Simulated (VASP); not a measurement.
# ScAl2 (Fd-3m) in VASP: further runs

ScAl2 is run at these levels: r2SCAN; tasks: single point.

All numbers are computed with VASP 6.6.1; they aren't measurements. Logs are shortened: lines on timing, memory, paths and dates and some standing lists are left out, and cuts for length are marked.

**1. The cell of the first run**

It takes space group Fd-3m (No. 227, cubic). Conventional cell: a = 7.555 Å, b = 7.555 Å, c = 7.555 Å, α = 90.00°, β = 90.00°, γ = 90.00°. Within 4.1 Å of Sc (site symmetry -43m) lie 12 Al at 3.13 Å and 4 Sc at 3.27 Å. Al (site symmetry -3m) has 6 Al at 2.67 Å and 6 Sc at 3.13 Å within 3.5 Å.

**2. Single point, r2SCAN**

POSCAR reads:

```
ScAl2
1.0
    0.0000000000      3.7776526849      3.7776526849
    3.7776526849      0.0000000000      3.7776526849
    3.7776526849      3.7776526849      0.0000000000
Sc Al
2 4
Direct
    0.5000000000      0.5000000000      0.5000000000
    0.7500000000      0.7500000000      0.7500000000
    0.1250000000      0.1250000000      0.1250000000
    0.6250000000      0.1250000000      0.1250000000
    0.1250000000      0.6250000000      0.1250000000
    0.1250000000      0.1250000000      0.6250000000
```

INCAR.step1 reads:

```
SYSTEM = ScAl2
  ALGO = Normal
  EDIFF = 1E-4
  ENCUT = 520
  GGA = PE
  ISMEAR = 0
  LASPH = .True.
  LCHARG = .False.
  LREAL = .False.
  LWAVE = .True.
  NBANDS = 26
  NELM = 100
  PREC = Accurate
  SIGMA = 0.1
```

INCAR.step2 reads:

```
SYSTEM = ScAl2
  ALGO = Normal
  EDIFF = 1E-7
  ENCUT = 520
  ISIF = 2
  ISMEAR = 0
  ISTART = 1
  LASPH = .True.
  LCHARG = .False.
  LMIXTAU = .True.
  LREAL = .False.
  LWAVE = .False.
  METAGGA = R2SCAN
  NBANDS = 26
  NELM = 100
  PREC = Accurate
  SIGMA = 0.1
```

KPOINTS reads:

```
k-points
0
Gamma
  8 8 8
  0 0 0
```

Potentials or basis: VASP PAW PBE potentials, release 64 (Sc_sv, Al).

Launch:

```sh
$ cat potpaw_PBE.64/Sc_sv/POTCAR potpaw_PBE.64/Al/POTCAR > POTCAR
$ cp INCAR.step1 INCAR
$ mpirun -np 1 vasp_std > vasp.out
$ cp INCAR.step2 INCAR
$ mpirun -np 1 vasp_std > vasp.out
```

OUTCAR:

```text
SYSTEM = ScAl2
   EDIFF = 1E-7
   ENCUT = 520
   ISIF = 2
   ISMEAR = 0
   ISTART = 1
   LASPH = .True.
   LREAL = .False.
   METAGGA = R2SCAN
   NELM = 100
   PREC = Accurate

 ion  position               nearest neighbor table
   1  0.500  0.500  0.500-   5 3.13   4 3.13   3 3.13   3 3.13   3 3.13   6 3.13   6 3.13   4 3.13
                             5 3.13   4 3.13   5 3.13   6 3.13   2 3.27   2 3.27   2 3.27   2 3.27
   2  0.750  0.750  0.750-   3 3.13   4 3.13   5 3.13   4 3.13   4 3.13   5 3.13   3 3.13   5 3.13
                             6 3.13   3 3.13   6 3.13   6 3.13   1 3.27   1 3.27   1 3.27   1 3.27
   3  0.125  0.125  0.125-   4 2.67   5 2.67   6 2.67   6 2.67   5 2.67   4 2.67   1 3.13   2 3.13
                             1 3.13   2 3.13   1 3.13   2 3.13
   4  0.625  0.125  0.125-   3 2.67   6 2.67   5 2.67   3 2.67   5 2.67   6 2.67   2 3.13   1 3.13
                             2 3.13   1 3.13   1 3.13   2 3.13
   5  0.125  0.625  0.125-   3 2.67   6 2.67   3 2.67   4 2.67   6 2.67   4 2.67   1 3.13   2 3.13
                             2 3.13   1 3.13   1 3.13   2 3.13
   6  0.125  0.125  0.625-   3 2.67   3 2.67   4 2.67   5 2.67   5 2.67   4 2.67   1 3.13   2 3.13
                             1 3.13   2 3.13   1 3.13   2 3.13

  LATTYP: Found a face centered cubic cell.
 ALAT       =     7.5553053698

  Lattice vectors:

 A1 = (   0.0000000000,   3.7776526849,   3.7776526849)
 A2 = (   3.7776526849,   0.0000000000,   3.7776526849)
 A3 = (   3.7776526849,   3.7776526849,   0.0000000000)

Analysis of symmetry for initial positions (statically):
=====================================================================
 Subroutine PRICEL returns:
 Original cell was already a primitive cell.

 Routine SETGRP: Setting up the symmetry group for a
 face centered cubic supercell.

 Subroutine GETGRP returns: Found 48 space group operations
 (whereof 24 operations were pure point group operations)
 out of a pool of 48 trial point group operations.

The static configuration has the point symmetry T_d .
 The point group associated with its full space group is O_h .

Analysis of symmetry for dynamics (positions and initial velocities):
=====================================================================
 Subroutine PRICEL returns:
 Original cell was already a primitive cell.

 Routine SETGRP: Setting up the symmetry group for a
 face centered cubic supercell.

 Subroutine GETGRP returns: Found 48 space group operations
 (whereof 24 operations were pure point group operations)
 out of a pool of 48 trial point group operations.

The dynamic configuration has the point symmetry T_d .
 The point group associated with its full space group is O_h .

 Subroutine INISYM returns: Found 48 space group operations
 (whereof 24 operations are pure point group operations),
 and found     1 'primitive' translations

----------------------------------------------------------------------------------------

                                     Primitive cell

  volume of cell :     107.8192

  direct lattice vectors                    reciprocal lattice vectors
     0.000000000  3.777652685  3.777652685    -0.132357324  0.132357324  0.132357324
     3.777652685  0.000000000  3.777652685     0.132357324 -0.132357324  0.132357324
     3.777652685  3.777652685  0.000000000     0.132357324  0.132357324 -0.132357324

  length of vectors
     5.342407661  5.342407661  5.342407661     0.229249610  0.229249610  0.229249610

  position of ions in fractional coordinates (direct lattice)
     0.500000000  0.500000000  0.500000000
     0.750000000  0.750000000  0.750000000
     0.125000000  0.125000000  0.125000000
     0.625000000  0.125000000  0.125000000
     0.125000000  0.625000000  0.125000000
     0.125000000  0.125000000  0.625000000

  ion indices of the primitive-cell ions
   primitive index   ion index
                 1           1
                 2           2
                 3           3
                 4           4
                 5           5
                 6           6

----------------------------------------------------------------------------------------

 KPOINTS: k-points

Automatic generation of k-mesh.
 Grid dimensions read from file:
 generate k-points for:    8    8    8

 Generating k-lattice:

  Cartesian coordinates                     Fractional coordinates (reciprocal lattice)
    -0.016544665  0.016544665  0.016544665     0.125000000  0.000000000  0.000000000
     0.016544665 -0.016544665  0.016544665     0.000000000  0.125000000  0.000000000
     0.016544665  0.016544665 -0.016544665     0.000000000  0.000000000  0.125000000

  Length of vectors
     0.028656201  0.028656201  0.028656201

  Shift w.r.t. Gamma in fractional coordinates (k-lattice)
     0.000000000  0.000000000  0.000000000

 Subroutine IBZKPT returns following result:
 ===========================================

 Found     29 irreducible k-points:

 Following reciprocal coordinates:
            Coordinates               Weight
  0.000000  0.000000  0.000000      1.000000
  0.125000  0.000000  0.000000      8.000000
  0.250000  0.000000  0.000000      8.000000
  0.375000  0.000000  0.000000      8.000000
  0.500000  0.000000  0.000000      4.000000
  0.125000  0.125000  0.000000      6.000000
[... 16 lines left out ...]
  0.500000  0.250000  0.125000     48.000000
 -0.375000  0.250000  0.125000     24.000000
 [... further k-points ...]
   k-points           NKPTS =     29   k-points in BZ     NKDIM =     29   number of bands    NBANDS=     26
   number of dos      NEDOS =    301   number of ions     NIONS =      6
   total plane-waves  NPLWV =  64000
   dimension x,y,z NGX =    40 NGY =   40 NGZ =   40
   dimension x,y,z NGXF=    80 NGYF=   80 NGZF=   80
   ions per type =               2   4
   NGX,Y,Z   is equivalent  to a cutoff of  12.45, 12.45, 12.45 a.u.
   NGXF,Y,Z  is equivalent  to a cutoff of  24.89, 24.89, 24.89 a.u.
 SYSTEM =  ScAl2
   PREC   = accura    normal or accurate (medium, high low for compatibility)
   ISTART =      1    job   : 0-new  1-cont  2-samecut
   ICHARG =      0    charge: 1-file 2-atom 10-const
   ISPIN  =      1    spin polarized calculation?
   LNONCOLLINEAR =      F non collinear calculations
   LSORBIT =      F    spin-orbit coupling
   LASPH  =      T    aspherical Exc in radial PAW
   ENCUT  =  520.0 eV  38.22 Ry    6.18 a.u.   9.93  9.93  9.93*2*pi/ulx,y,z
   NELM   =    100;   NELMIN=  2; NELMDL=  0     # of ELM steps
   EDIFF  = 0.1E-06   stopping-criterion for ELM
   LREAL  =      F    real-space projection
   EDIFFG = 0.1E-05   stopping-criterion for IOM
   NSW    =      0    number of steps for IOM
   IBRION =     -1    ionic relax: 0-MD 1-quasi-New 2-CG
   NFREE  =      0    steps in history (QN), initial steepest desc. (CG)
   ISIF   =      2    stress and relaxation
   ISYM   =      2    0-nonsym 1-usesym 2-fastsym
   POTIM  = 0.5000    time-step for ionic-motion
   TEBEG  =    0.0;   TEEND  =   0.0 temperature during run
   PSTRESS=    0.0 pullay stress
   NELECT =      34.0000    total number of electrons
   NUPDOWN=      -1.0000    fix difference up-down
   EMIN   =  10.00;   EMAX   =-10.00  energy-range for DOS
   EFERMI =   0.00;   METHOD = LEGACY
   ISMEAR =     0;   SIGMA  =   0.10  broadening in eV -4-tet -1-fermi 0-gaus
   EFERMI_NEDOS =   21; number of points for ismear=-14 and -15
   IALGO  =     38    algorithm
   IMIX   =      4    mixing-type and parameters
     AMIX     =   0.40;   BMIX     =  1.00
     AMIX_MAG =   1.60;   BMIX_MAG =  1.00
  volume/ion in A,a.u.               =      17.97       121.27
  Fermi-wavevector in a.u.,A,eV,Ry     =   1.114301  2.105723 16.893895  1.241666
  Thomas-Fermi vector in A             =   2.250894
   LORBIT       =      0    0 simple, 1 ext, 2 COOP (PROOUT), +10 PAW based schemes
   METAGGA = R2SCAN    functional components
   LHFCALC =     F    Hartree Fock is set to
   AEXX    =    0.0000 exact exchange contribution
   IVDW    =     0    specifies the selected vdW correction
   LEPSILON=     F    determine dielectric tensor
   LRPA    =     F    only Hartree local field effects (RPA)
 non-spin polarized calculation
 Gauss-broadening in eV      SIGMA  =   0.10
  energy-cutoff  :      520.00
  volume of cell :      107.82
 maximum number of plane-waves:      2936
   NGX = 19   NGY = 19   NGZ = 19

 number of electron      33.9999997 magnetization

 Free energy of the ion-electron system (eV)
  ---------------------------------------------------
  ext. energy  EPLUGINS =         0.00000000
  ---------------------------------------------------
  free energy    TOTEN  =       -52.91147349 eV

  energy without entropy =      -52.88774962  energy(sigma->0) =      -52.89961155

 E-fermi :   6.5532     XC(G=0): -11.0197

 val. band max:        6.4982724937   @ k =  -0.2500   0.1250   0.0000
 cond. band min:       6.5651358583   @ k =  -0.3750   0.3750   0.1250
 fundamental gap:      0.0668633646
 Fermi energy:         6.5532041470

 k-point     1 :       0.0000    0.0000    0.0000
  band No.  band energies     occupation
      1     -44.9347      2.00000
      2     -44.8940      2.00000
      3     -22.6475      2.00000
      4     -22.6475      2.00000
      5     -22.6475      2.00000
      6     -22.5371      2.00000
[... 18 lines left out ...]
     25      10.1749      0.00000
     26      10.1749      0.00000

 k-point     2 :       0.1250    0.0000    0.0000
  band No.  band energies     occupation
      1     -44.9336      2.00000
      2     -44.8951      2.00000
      3     -22.6497      2.00000
      4     -22.6496      2.00000
      5     -22.6476      2.00000
      6     -22.5377      2.00000
[... 18 lines left out ...]
     25       9.9718      0.00000
     26      10.0141      0.00000

 k-point     3 :       0.2500    0.0000    0.0000
  band No.  band energies     occupation
      1     -44.9304      2.00000
      2     -44.8982      2.00000
      3     -22.6546      2.00000
      4     -22.6545      2.00000
      5     -22.6481      2.00000
      6     -22.5389      2.00000
[... 18 lines left out ...]
     25       9.8237      0.00000
     26       9.8238      0.00000

 k-point     4 :       0.3750    0.0000    0.0000
  band No.  band energies     occupation
      1     -44.9265      2.00000
      2     -44.9021      2.00000
      3     -22.6591      2.00000
      4     -22.6591      2.00000
      5     -22.6489      2.00000
      6     -22.5397      2.00000
[... 18 lines left out ...]
     25       9.8466      0.00000
     26       9.8466      0.00000

 k-point     5 :       0.5000    0.0000    0.0000
  band No.  band energies     occupation
      1     -44.9245      2.00000
      2     -44.9041      2.00000
      3     -22.6609      2.00000
      4     -22.6609      2.00000
      5     -22.6493      2.00000
      6     -22.5400      2.00000
[... 18 lines left out ...]
     25       9.9670      0.00000
     26       9.9671      0.00000

 k-point     6 :       0.1250    0.1250    0.0000
  band No.  band energies     occupation
      1     -44.9332      2.00000
      2     -44.8955      2.00000
      3     -22.6522      2.00000
      4     -22.6522      2.00000
      5     -22.6435      2.00000
      6     -22.5418      2.00000
[... 427 lines left out ...]
 k-point    21 :       0.5000    0.5000    0.0000
  band No.  band energies     occupation
      1     -44.9143      2.00000
      2     -44.9143      2.00000
      3     -22.6747      2.00000
      4     -22.6747      2.00000
      5     -22.5946      2.00000
      6     -22.5946      2.00000
[... 18 lines left out ...]
     25      10.9773      0.00000
     26      10.9773      0.00000

 k-point    22 :       0.3750    0.2500    0.1250
  band No.  band energies     occupation
      1     -44.9276      2.00000
      2     -44.9010      2.00000
      3     -22.6657      2.00000
      4     -22.6604      2.00000
      5     -22.6342      2.00000
      6     -22.5527      2.00000
[... 18 lines left out ...]
     25       9.8788      0.00000
     26       9.9844      0.00000

 k-point    23 :       0.5000    0.2500    0.1250
  band No.  band energies     occupation
      1     -44.9237      2.00000
      2     -44.9049      2.00000
      3     -22.6719      2.00000
      4     -22.6644      2.00000
      5     -22.6281      2.00000
      6     -22.5592      2.00000
[... 18 lines left out ...]
     25      10.1089      0.00000
     26      10.1837      0.00000

 k-point    24 :      -0.3750    0.2500    0.1250
  band No.  band energies     occupation
      1     -44.9215      2.00000
      2     -44.9071      2.00000
      3     -22.6741      2.00000
      4     -22.6662      2.00000
      5     -22.6254      2.00000
      6     -22.5621      2.00000
[... 18 lines left out ...]
     25       9.9603      0.00000
     26      10.3767      0.00000

 [... further k-points ...]
[... 5 lines left out ...]
  --------------------------------------------------------------------------------------
  -------------------------------------------------------------------------------------
  Total        0.0179764      0.0179764      0.0179764      0.0000000     -0.0000000      0.0000000
  in kB        0.2671271      0.2671271      0.2671271      0.0000000     -0.0000000      0.0000000
  external PRESSURE =       0.2671271 kB  Pullay stress =       0.0000000 kB

 VOLUME and BASIS-vectors are now :
 -----------------------------------------------------------------------------
  energy-cutoff  :      520.00
  volume of cell :      107.82
      direct lattice vectors                 reciprocal lattice vectors
     0.000000000  3.777652685  3.777652685    -0.132357324  0.132357324  0.132357324
     3.777652685  0.000000000  3.777652685     0.132357324 -0.132357324  0.132357324
     3.777652685  3.777652685  0.000000000     0.132357324  0.132357324 -0.132357324

 POSITION                                       TOTAL-FORCE (eV/Angst)
 -----------------------------------------------------------------------------------
      3.77765      3.77765      3.77765        -0.000000     -0.000000     -0.000000
      5.66648      5.66648      5.66648         0.000000      0.000000      0.000000
      0.94441      0.94441      0.94441        -0.000000     -0.000000     -0.000000
      0.94441      2.83324      2.83324        -0.000000     -0.000000     -0.000000
      2.83324      0.94441      2.83324        -0.000000     -0.000000     -0.000000
      2.83324      2.83324      0.94441        -0.000000     -0.000000     -0.000000
 -----------------------------------------------------------------------------------
    total drift:                               -0.000000     -0.000000      0.000000

  FREE ENERGIE OF THE ION-ELECTRON SYSTEM (eV)
  ---------------------------------------------------
  free  energy   TOTEN  =       -52.9114734858 eV

  energy  without entropy=      -52.8877496213  energy(sigma->0) =      -52.89961155
```

Run time: 5 min. Hardware: 1 thread of AMD EPYC 9R45 (Zen 5), shared host; peak memory 0.25 GiB.

Results:

* Free energy: -52.9115 eV
* Pressure: 0.0 GPa
* Band gap on the k mesh: zero (band 17 reaches 7.33 eV, above the bottom of band 18 at 4.73 eV)

Levels at points of the mesh, in eV from the Fermi level:
```
           k point  band 13  band 14  band 15  band 16  band 17  band 18  band 19  band 20  band 21  band 22
(0.00, 0.00, 0.00)    -2.77    -2.50    -2.50    -2.50    -1.83    -1.83     0.42     2.23     2.23     2.23
(0.50, 0.00, 0.00)    -3.84    -2.09    -2.09    -0.35    -0.14    -0.14     1.79     1.79     1.98     2.82
(0.50, 0.50, 0.00)    -3.83    -3.83     0.28     0.28     0.77     0.77     0.89     0.89     1.10     1.10
```

Caveat: the PAW data sets were made with another functional, which shifts forces and pressure a little.

**3. Single point, r2SCAN**

POSCAR is that of step 2.

INCAR.step1 reads:

```
ALGO = Normal
EDIFF = 1E-4
ENCUT = 520
GGA = PE
ISMEAR = 0
LASPH = T
LCHARG = F
LREAL = F
LWAVE = T
NBANDS = 26
NELM = 60
PREC = Accurate
SIGMA = 0.1
```

INCAR.step2 reads:

```
ALGO = Normal
EDIFF = 1E-7
ENCUT = 520
ISIF = 2
ISMEAR = 0
ISTART = 1
LASPH = T
LCHARG = T
LELF = T
LMIXTAU = T
LREAL = F
LVHAR = T
LWAVE = F
METAGGA = R2SCAN
NBANDS = 26
NELM = 60
PREC = Accurate
SIGMA = 0.1
```

KPOINTS reads:

```
k-points
0
Gamma
  8 8 8
```

Potentials or basis: VASP PAW PBE potentials, release 64 (Sc_sv, Al).

Launch:

```sh
$ cat potpaw_PBE.64/Sc_sv/POTCAR potpaw_PBE.64/Al/POTCAR > POTCAR
$ cp INCAR.step1 INCAR
$ mpirun -np 1 vasp_std > vasp.out
$ cp INCAR.step2 INCAR
$ mpirun -np 1 vasp_std > vasp.out
```

Run time: 5.1 min. Hardware: 1 thread of AMD EPYC 9R45 (Zen 5), shared host; peak memory 0.26 GiB.

It converged, with:

```
Free energy            : -52.9115 eV
Pressure               : 0.0 GPa
Band gap on the k mesh : zero (band 17 reaches 7.33 eV, above the bottom of band 18 at 4.73 eV)
```

Levels at points of the mesh, in eV from the Fermi level:
```
           k point  band 14  band 15  band 16  band 17  band 18  band 19  band 20  band 21
(0.00, 0.00, 0.00)    -2.50    -2.50    -2.50    -1.83    -1.83     0.42     2.23     2.23
(0.50, 0.00, 0.00)    -2.09    -2.09    -0.35    -0.14    -0.14     1.79     1.79     1.98
(0.50, 0.50, 0.00)    -3.83     0.28     0.28     0.77     0.77     0.89     0.89     1.10
```

Caveat: the PAW data sets were made with another functional, which shifts forces and pressure a little.
